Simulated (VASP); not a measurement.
A run of VASP 6.6.1 is set up as follows.

Contents of INCAR:

```
PREC = Accurate
ENCUT = 520
EDIFF = 1E-7
ISMEAR = 0
SIGMA = 0.1
LREAL = False
LASPH = True
NELM = 100
ALGO = Normal
ISIF = 2
LWAVE = False
LCHARG = False
GGA = PE
NBANDS = 42
```

File KPOINTS:

```
Automatic mesh
0
Gamma
  4 4 4
```

File POSCAR:

```
BaZr2O5
1.0
   -0.0003499648      0.0011714499      4.1264165717
   -4.2173945470     -0.0000261410      0.0003664655
    2.1086497227     -6.7315247633     -0.0021101148
Ba Zr O
1 2 5
Direct
    0.4999766591      0.5000100726      1.0000017604
    0.0003083806      0.1571140620      0.3142247829
   -0.0003330670      0.8428807508      0.6857770496
    0.0000015531      0.9999419105      1.0000011430
    0.5001528037      0.1380729291      0.2760955174
    0.4998577998      0.8619846016      0.7239001260
    0.0000223017      0.6788953896      0.3577972239
    0.0000135691      0.3211002838      0.6422023969
```

Potentials or basis: VASP PAW PBE potentials, release 64 (Ba_sv, Zr_sv, O).

Command:

```bash
$ cat potpaw_PBE.64/Ba_sv/POTCAR potpaw_PBE.64/Zr_sv/POTCAR potpaw_PBE.64/O/POTCAR > POTCAR
$ mpirun -np 1 vasp_std > vasp.out
```

Q: Predict the largest force.

A: 0.067 eV/Å.

Q: What does it give for the band gap on the k mesh?

A: 2.77 eV (least direct gap 2.98 eV).

Q: Predict the pressure.

A: 0.8 GPa.

Stress tensor (GPa, compression positive):
```
 0.99  0.00  0.01
 0.00  0.71 -0.01
 0.01 -0.01  0.58
```

Caveat: spin-orbit coupling is left out, which moves the levels of the heavy elements. A k mesh can miss the band edges.
